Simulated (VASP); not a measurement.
# MgO (Fm-3m) in VASP: a series of runs, part 2 of 2

VASP 6.6.1. Earlier steps stand in the parts before.

### 3 Vibrations by perturbation theory, PBEsol

INCAR

```
SYSTEM = MgO
PREC     = Accurate       ! precision mode
ENCUT    = 520            ! plane-wave cutoff, eV
EDIFF    = 1E-8           ! SCF threshold, eV
ISMEAR   = 0              ! smearing method
SIGMA    = 0.01           ! smearing width, eV
LREAL    = .False.        ! projectors in reciprocal space
LASPH    = .True.         ! aspherical terms in the spheres
NELM     = 100            ! most SCF steps
ALGO     = Normal         ! electronic algorithm
ISIF     = 2              ! what is computed and relaxed
LWAVE    = .False.        ! write WAVECAR
LCHARG   = .False.        ! write CHGCAR
GGA      = PS             ! functional
NBANDS   = 11             ! bands
IBRION   = 8              ! ionic algorithm
NSW      = 1              ! ionic steps
```

KPOINTS

```
regular mesh
0
Gamma
  8 8 8
  0 0 0
```

POSCAR

```
MgO
1.0
    0.0000000000      2.1071401427      2.1071401427
    2.1071401427      0.0000000000      2.1071401427
    2.1071401427      2.1071401427      0.0000000000
Mg O
1 1
Direct
    0.0000000000      0.0000000000      0.0000000000
    0.5000000000      0.5000000000      0.5000000000
```

Potentials or basis: VASP PAW PBE potentials, release 64 (Mg, O).

Command:

```console
$ cat potpaw_PBE.64/Mg/POTCAR potpaw_PBE.64/O/POTCAR > POTCAR
$ mpirun -np 1 vasp_std > vasp.out
```

OUTCAR:

```text
SYSTEM = MgO
   PREC = Accurate
   ENCUT = 520
   EDIFF = 1E-8
   ISMEAR = 0
   LREAL = .False.
   LASPH = .True.
   NELM = 100
   ISIF = 2
   GGA = PS
   IBRION = 8
   NSW = 1

 ion  position               nearest neighbor table
   1  0.000  0.000  0.000-   2 2.11   2 2.11   2 2.11   2 2.11   2 2.11   2 2.11
   2  0.500  0.500  0.500-   1 2.11   1 2.11   1 2.11   1 2.11   1 2.11   1 2.11

  LATTYP: Found a face centered cubic cell.
 ALAT       =     4.2142802854

  Lattice vectors:

 A1 = (   0.0000000000,   2.1071401427,   2.1071401427)
 A2 = (   2.1071401427,   0.0000000000,   2.1071401427)
 A3 = (   2.1071401427,   2.1071401427,   0.0000000000)

Analysis of symmetry for initial positions (statically):
=====================================================================
 Subroutine PRICEL returns:
 Original cell was already a primitive cell.

 Routine SETGRP: Setting up the symmetry group for a
 face centered cubic supercell.

 Subroutine GETGRP returns: Found 48 space group operations
 (whereof 48 operations were pure point group operations)
 out of a pool of 48 trial point group operations.

The static configuration has the point symmetry O_h .

Analysis of symmetry for dynamics (positions and initial velocities):
=====================================================================
 Subroutine PRICEL returns:
 Original cell was already a primitive cell.

 Routine SETGRP: Setting up the symmetry group for a
 face centered cubic supercell.

 Subroutine GETGRP returns: Found 48 space group operations
 (whereof 48 operations were pure point group operations)
 out of a pool of 48 trial point group operations.

The dynamic configuration has the point symmetry O_h .

 Subroutine INISYM returns: Found 48 space group operations
 (whereof 48 operations are pure point group operations),
 and found     1 'primitive' translations

----------------------------------------------------------------------------------------

                                     Primitive cell

  volume of cell :      18.7116

  direct lattice vectors                    reciprocal lattice vectors
     0.000000000  2.107140143  2.107140143    -0.237288441  0.237288441  0.237288441
     2.107140143  0.000000000  2.107140143     0.237288441 -0.237288441  0.237288441
     2.107140143  2.107140143  0.000000000     0.237288441  0.237288441 -0.237288441

  length of vectors
     2.979946168  2.979946168  2.979946168     0.410995636  0.410995636  0.410995636

  position of ions in fractional coordinates (direct lattice)
     0.000000000  0.000000000  0.000000000
     0.500000000  0.500000000  0.500000000
[... 139 lines left out ...]
      3       3.0554      2.00000
      4       3.0554      2.00000
      5       7.6745      0.00000
      6      18.6786      0.00000
      7      18.6786      0.00000
      8      18.6786      0.00000
      9      22.5171      0.00000
     10      24.3988      0.00000
     11      24.3988      0.00000
[... 309 lines left out ...]
 k-point    24 :      -0.3750    0.2500    0.1250
  band No.  band energies     occupation
      1     -12.6776      2.00000
      2      -0.9964      2.00000
      3       1.0908      2.00000
      4       2.0563      2.00000
      5      12.5749      0.00000
      6      15.1203      0.00000
      7      16.4172      0.00000
      8      19.8067      0.00000
      9      23.4124      0.00000
     10      24.9608      0.00000
     11      29.0520      0.00000

 [... further k-points ...]

------------------------ aborting loop because EDIFF is reached ----------------------------------------

  FORCE on cell =-STRESS in cart. coord.  units (eV):
  Direction    XX          YY          ZZ          XY          YZ          ZX
  --------------------------------------------------------------------------------------
  -------------------------------------------------------------------------------------
  Total       -0.0605504     -0.0605504     -0.0605504      0.0000000      0.0000000     -0.0000000
  in kB       -5.1846267     -5.1846267     -5.1846267      0.0000000      0.0000000     -0.0000000
  external PRESSURE =      -5.1846267 kB  Pullay stress =       0.0000000 kB

 VOLUME and BASIS-vectors are now :
 -----------------------------------------------------------------------------
  energy-cutoff  :      520.00
  volume of cell :       18.71
      direct lattice vectors                 reciprocal lattice vectors
     0.000000000  2.107140143  2.107140143    -0.237288441  0.237288441  0.237288441
     2.107140143  0.000000000  2.107140143     0.237288441 -0.237288441  0.237288441
     2.107140143  2.107140143  0.000000000     0.237288441  0.237288441 -0.237288441

 POSITION                                       TOTAL-FORCE (eV/Angst)
 -----------------------------------------------------------------------------------
      0.00000      0.00000      0.00000         0.000000     -0.000000      0.000000
      2.10714      2.10714      2.10714        -0.000000      0.000000     -0.000000
 -----------------------------------------------------------------------------------
    total drift:                               -0.000000     -0.000000      0.000000

  FREE ENERGIE OF THE ION-ELECTRON SYSTEM (eV)
  ---------------------------------------------------
  free  energy   TOTEN  =       -12.5124370088 eV

  energy  without entropy=      -12.5124370088  energy(sigma->0) =      -12.51243701

[... ionic steps 2 to 3 ...]

--------------------------------------- Ionic step        4  -------------------------------------------

------------------------ aborting loop because EDIFF is reached ----------------------------------------

[... ionic steps 5 to 6 ...]

--------------------------------------- Ionic step        7  -------------------------------------------

 Free energy of the ion-electron system (eV)
  ---------------------------------------------------
  ---------------------------------------------------
  free energy    TOTEN  =        -0.35754073 eV

  energy without entropy =       -0.35754073

------------------------ aborting loop because EDIFF is reached ----------------------------------------

 INTERNAL STRAIN TENSOR  FOR ION    2  DIRECTION 1   (eV/Angst):
 -----------------------------------------------------------------------------
    -0.00539  0.00000  0.00000
     0.00000  0.00709  0.00000
     0.00000  0.00000  0.00709

 INTERNAL STRAIN TENSOR FOR ION    2 for displacements in x,y,z  (eV/Angst):
          X           Y           Z          XY          YZ          ZX
  --------------------------------------------------------------------------------
  x     0.00000     0.00000     0.00000     0.00000     0.00000     0.00000
  y     0.00000     0.00000     0.00000     0.00000     0.00000     0.00000
  z     0.00000     0.00000     0.00000     0.00000     0.00000     0.00000

 SECOND DERIVATIVES (NOT SYMMETRIZED)
 ------------------------------------
               1X          1Y          1Z          2X          2Y          2Z
  1X    -5.385432    0.000000    0.000000    5.385432    0.000000    0.000000
  1Y     0.000000   -5.385432    0.000000    0.000000    5.385432    0.000000
  1Z     0.000000    0.000000   -5.385432    0.000000    0.000000    5.385432
  2X     5.409264    0.000000    0.000000   -5.409264    0.000000    0.000000
  2Y     0.000000    5.409264    0.000000    0.000000   -5.409264    0.000000
  2Z     0.000000    0.000000    5.409264    0.000000    0.000000   -5.409264

 Eigenvectors and eigenvalues of the dynamical matrix
 ----------------------------------------------------

   1 f  =   11.695307 THz    73.483779 2PiTHz  390.113439 cm-1    48.367880 meV
             X         Y         Z           dx          dy          dz
      0.000000  0.000000  0.000000    -0.629219    0.000000    0.000000
      2.107140  2.107140  2.107140     0.777228   -0.000000    0.000000
[... 21 lines left out ...]
   6 f/i=    0.012628 THz     0.079342 2PiTHz    0.421213 cm-1     0.052224 meV
             X         Y         Z           dx          dy          dz
      0.000000  0.000000  0.000000    -0.697355   -0.175305   -0.295037
      2.107140  2.107140  2.107140    -0.564557   -0.141921   -0.238853

--------------------------------------------------------------------------------------------------------

 ELASTIC MODULI CONTR FROM IONIC RELAXATION (kBar)
 Direction    XX          YY          ZZ          XY          YZ          ZX
 --------------------------------------------------------------------------------
 XX           0.0000      0.0000      0.0000      0.0000      0.0000      0.0000
 YY           0.0000      0.0000      0.0000      0.0000      0.0000      0.0000
 ZZ           0.0000      0.0000      0.0000      0.0000      0.0000      0.0000
 XY           0.0000      0.0000      0.0000      0.0000      0.0000      0.0000
 YZ           0.0000      0.0000      0.0000      0.0000      0.0000      0.0000
 ZX           0.0000      0.0000      0.0000      0.0000      0.0000      0.0000
 --------------------------------------------------------------------------------
```

Run time: 20 s. Hardware: 1 thread of Intel Xeon 6975P-C (Granite Rapids), shared host; peak memory 0.17 GiB.

What came out:

| Quantity | Value |
| --- | --- |
| Highest phonon frequency at Γ, LO-TO splitting left out | 390 cm⁻¹ |

Phonon frequencies in cm⁻¹ (negative: imaginary):
```
              q point        frequencies
(0.000, 0.000, 0.000)  0 0 0 390 390 390
```

Caveat: the PAW data sets were made with another functional, which shifts forces and pressure a little.

### 4 Vibrations by perturbation theory, PBEsol (volume scaled by 1.020)

INCAR

```
SYSTEM = MgO
  PREC = Accurate
  ENCUT = 520
  EDIFF = 1E-8
  ISMEAR = 0
  SIGMA = 0.01
  LREAL = .False.
  LASPH = .True.
  NELM = 100
  ALGO = Normal
  ISIF = 2
  LWAVE = .False.
  LCHARG = .False.
  GGA = PS
  IBRION = 8
  NSW = 1
```

KPOINTS

```
Automatic mesh
0
Gamma
  8 8 8
  0 0 0
```

POSCAR

```
MgO
1.0
    0.0000000000      2.1210951199      2.1210951199
    2.1210951199      0.0000000000      2.1210951199
    2.1210951199      2.1210951199      0.0000000000
Mg O
1 1
Direct
    0.0000000000      0.0000000000      0.0000000000
    0.5000000000      0.5000000000      0.5000000000
```

Potentials or basis: VASP PAW PBE potentials, release 64 (Mg, O).

Command:

```console
$ cat potpaw_PBE.64/Mg/POTCAR potpaw_PBE.64/O/POTCAR > POTCAR
$ mpirun -np 1 vasp_std > vasp.out
```

OUTCAR:

```text
SYSTEM = MgO
   PREC = Accurate
   ENCUT = 520
   EDIFF = 1E-8
   ISMEAR = 0
   LREAL = .False.
   LASPH = .True.
   NELM = 100
   ISIF = 2
   GGA = PS
   IBRION = 8
   NSW = 1

 ion  position               nearest neighbor table
   1  0.000  0.000  0.000-   2 2.12   2 2.12   2 2.12   2 2.12   2 2.12   2 2.12
   2  0.500  0.500  0.500-   1 2.12   1 2.12   1 2.12   1 2.12   1 2.12   1 2.12

  LATTYP: Found a face centered cubic cell.
 ALAT       =     4.2421902398

  Lattice vectors:

 A1 = (   0.0000000000,   2.1210951199,   2.1210951199)
 A2 = (   2.1210951199,   0.0000000000,   2.1210951199)
 A3 = (   2.1210951199,   2.1210951199,   0.0000000000)

Analysis of symmetry for initial positions (statically):
=====================================================================
 Subroutine PRICEL returns:
 Original cell was already a primitive cell.

 Routine SETGRP: Setting up the symmetry group for a
 face centered cubic supercell.

 Subroutine GETGRP returns: Found 48 space group operations
 (whereof 48 operations were pure point group operations)
 out of a pool of 48 trial point group operations.

The static configuration has the point symmetry O_h .

Analysis of symmetry for dynamics (positions and initial velocities):
=====================================================================
 Subroutine PRICEL returns:
 Original cell was already a primitive cell.
[... 453 lines left out ...]
      0.00000      0.00000      0.00000         0.000000      0.000000      0.000000
      2.12110      2.12110      2.12110        -0.000000     -0.000000      0.000000
 -----------------------------------------------------------------------------------
    total drift:                               -0.000000     -0.000000      0.000000

  FREE ENERGIE OF THE ION-ELECTRON SYSTEM (eV)
  ---------------------------------------------------
  free  energy   TOTEN  =       -12.5081254419 eV

  energy  without entropy=      -12.5081254419  energy(sigma->0) =      -12.50812544

[... ionic steps 2 to 3 ...]

--------------------------------------- Ionic step        4  -------------------------------------------

------------------------ aborting loop because EDIFF is reached ----------------------------------------

[... ionic steps 5 to 6 ...]

--------------------------------------- Ionic step        7  -------------------------------------------

 Free energy of the ion-electron system (eV)
  ---------------------------------------------------
  ---------------------------------------------------
  free energy    TOTEN  =        -0.35759955 eV

  energy without entropy =       -0.35759955

------------------------ aborting loop because EDIFF is reached ----------------------------------------

 INTERNAL STRAIN TENSOR  FOR ION    2  DIRECTION 1   (eV/Angst):
 -----------------------------------------------------------------------------
    -0.00526  0.00000  0.00000
    -0.00000  0.00707  0.00000
     0.00000  0.00000  0.00707

 INTERNAL STRAIN TENSOR FOR ION    2 for displacements in x,y,z  (eV/Angst):
          X           Y           Z          XY          YZ          ZX
  --------------------------------------------------------------------------------
  x     0.00000     0.00000     0.00000     0.00000     0.00000     0.00000
  y     0.00000     0.00000     0.00000     0.00000     0.00000     0.00000
  z     0.00000     0.00000     0.00000     0.00000     0.00000     0.00000

 SECOND DERIVATIVES (NOT SYMMETRIZED)
 ------------------------------------
               1X          1Y          1Z          2X          2Y          2Z
  1X    -4.880710    0.000000    0.000000    4.880710    0.000000    0.000000
  1Y     0.000000   -4.880710    0.000000    0.000000    4.880710    0.000000
  1Z     0.000000    0.000000   -4.880710    0.000000    0.000000    4.880710
  2X     4.903079    0.000000    0.000000   -4.903079    0.000000    0.000000
  2Y     0.000000    4.903079    0.000000    0.000000   -4.903079    0.000000
  2Z     0.000000    0.000000    4.903079    0.000000    0.000000   -4.903079

 Eigenvectors and eigenvalues of the dynamical matrix
 ----------------------------------------------------

   1 f  =   11.134315 THz    69.958962 2PiTHz  371.400757 cm-1    46.047804 meV
             X         Y         Z           dx          dy          dz
      0.000000  0.000000  0.000000    -0.629189   -0.000000   -0.000000
      2.121095  2.121095  2.121095     0.777252   -0.000000   -0.000000
[... 21 lines left out ...]
   6 f/i=    0.012449 THz     0.078221 2PiTHz    0.415261 cm-1     0.051486 meV
             X         Y         Z           dx          dy          dz
      0.000000  0.000000  0.000000     0.759521    0.164991   -0.005146
      2.121095  2.121095  2.121095     0.614836    0.133561   -0.004165

--------------------------------------------------------------------------------------------------------

 ELASTIC MODULI CONTR FROM IONIC RELAXATION (kBar)
 Direction    XX          YY          ZZ          XY          YZ          ZX
 --------------------------------------------------------------------------------
 XX           0.0000      0.0000      0.0000      0.0000      0.0000      0.0000
 YY           0.0000      0.0000      0.0000      0.0000      0.0000      0.0000
 ZZ           0.0000      0.0000      0.0000      0.0000      0.0000      0.0000
 XY           0.0000      0.0000      0.0000      0.0000      0.0000      0.0000
 YZ           0.0000      0.0000      0.0000      0.0000      0.0000      0.0000
 ZX           0.0000      0.0000      0.0000      0.0000      0.0000      0.0000
 --------------------------------------------------------------------------------
```

Wall time 16 s (1 thread of Intel Xeon 6975P-C (Granite Rapids), shared host); peak memory 0.16 GiB.

What came out:

```yaml
Highest_phonon_frequency_at_Γ_LO-TO_splitting_left_out: 371 cm⁻¹
```

Phonon frequencies in cm⁻¹ (negative: imaginary):
| q point | frequencies |
| --- | --- |
| (0.000, 0.000, 0.000) | 0 0 0 371 371 371 |

Caveat: the cell wasn't relaxed at this level first, which shifts response properties; the PAW data sets were made with another functional, which shifts forces and pressure a little.
